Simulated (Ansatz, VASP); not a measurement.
**PbO: VASP beside Ansatz**

The input INCAR:

```
SYSTEM = PbO
PREC     = Accurate       ! precision mode
ENCUT    = 520            ! plane-wave cutoff, eV
EDIFF    = 1E-6           ! SCF threshold, eV
ISMEAR   = -1             ! smearing method
SIGMA    = 0.02           ! smearing width, eV
LREAL    = .FALSE.        ! projectors in reciprocal space
LASPH    = .TRUE.         ! aspherical terms in the spheres
NELM     = 80             ! most SCF steps
ALGO     = Normal         ! electronic algorithm
ISIF     = 2              ! what is computed and relaxed
LWAVE    = .FALSE.        ! write WAVECAR
LCHARG   = .TRUE.         ! write CHGCAR
GGA      = PS             ! functional
LELF     = .TRUE.         ! ELF
LVHAR    = .TRUE.       
NBANDS   = 28             ! bands
```

The input KPOINTS:

```
regular mesh
0
G
  6 6 4
  0 0 0
```

POSCAR

```
PbO
1.0
    3.5664584724      0.0000000000      0.0000000000
   -1.7832292362      3.0886436387      0.0000000000
    0.0000000000      0.0000000000      6.4701096501
Pb O
2 2
Direct
    0.0000000000      0.0000000000      0.0000000000
    0.0000000000      0.0000000000      0.5000000000
    0.3333333333      0.6666666667      0.2500000000
    0.6666666667      0.3333333333      0.7500000000
```

Input for Ansatz:

```yaml
crystal:
  lattice:
    - [3.5664584724, 0.0, 0.0]
    - [-1.7832292362, 3.0886436387, 0.0]
    - [0.0, 0.0, 6.4701096501]
  atoms:
    - { symbol: Pb, position: [0.0, 0.0, 0.0] }
    - { symbol: Pb, position: [0.0, 0.0, 0.5] }
    - { symbol: O, position: [0.3333333333, 0.6666666667, 0.25] }
    - { symbol: O, position: [0.6666666667, 0.3333333333, 0.75] }
kpoints:
  mp_grid: { grid: [6, 6, 4] }
hamiltonian:
  xc: pbesol
scf:
  occupations: { method: fermi_dirac, width: 0.02 }
  n_extra_bands: 5
output:
  forces: true
  stress: true
  eigenvalues: true
```

Alike in both runs: task single point; functional PBEsol; k mesh 6 × 6 × 4; occupations fermi-dirac, width 0.02 eV; no spin polarisation.

|  | VASP | Ansatz |
| --- | --- | --- |
| version | VASP 6.6.1 | Ansatz 0.2.0 |
| potentials or method | VASP PAW PBE potentials, release 64 (Pb_d, O) | plane waves, PAW |
| plane-wave cutoff (eV) | 520 | 420 |
| valence electrons in the cell | 40 | 40 |

```tsv
	VASP	Ansatz	Ansatz less VASP
pressure (GPa)	-2.0	-2.0	+0.04
traceless stress, the component that is largest in VASP (GPa)	-0.21	-0.21	+0.004
```

VASP's potentials were made for PBE, not for PBEsol.

Spin-orbit coupling is off throughout.
